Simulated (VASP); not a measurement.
Here is a VASP 6.6.1 calculation.

File POSCAR:

```
K
1.0
    3.5391135137      0.0000000000      0.0000000000
    0.0000000000      3.5391135137      0.0000000000
    0.0000000000      0.0000000000      5.3709586684
K
1
Direct
    0.0000000000      0.0000000000      0.0000000000
```

INCAR.step1

```
SYSTEM = K
  PREC = Accurate
  ENCUT = 520
  ISMEAR = 0
  SIGMA = 0.15
  LREAL = .False.
  LASPH = .True.
  NELM = 100
  NBANDS = 10
  GGA = PE
  ALGO = Normal
  EDIFF = 1E-4
  LWAVE = .True.
  LCHARG = .False.
```

File INCAR.step2:

```
SYSTEM = K
  PREC = Accurate
  ENCUT = 520
  EDIFF = 1E-6
  ISMEAR = 0
  SIGMA = 0.15
  LREAL = .False.
  LASPH = .True.
  NELM = 100
  ALGO = Normal
  ISIF = 2
  LWAVE = .False.
  LCHARG = .False.
  METAGGA = R2SCAN
  LMIXTAU = .True.
  NBANDS = 10
  ISTART = 1
```

KPOINTS

```
regular mesh
0
Gamma
  12 12 12
  0 0 0
```

Potentials or basis: VASP PAW PBE potentials, release 64 (K_sv).

Launch:

```console
$ cat potpaw_PBE.64/K_sv/POTCAR > POTCAR
$ cp INCAR.step1 INCAR
$ mpirun -np 1 vasp_std > vasp.out
$ cp INCAR.step2 INCAR
$ mpirun -np 1 vasp_std > vasp.out
```

(1) What does it give for the pressure?

(2) What does it give for the band gap on the k mesh?

Results:

(1) 1.7 GPa.

(2) zero (an odd number of electrons rules out a gap without spin polarisation).

Caveat: the PAW data sets were made with another functional, which shifts forces and pressure a little.
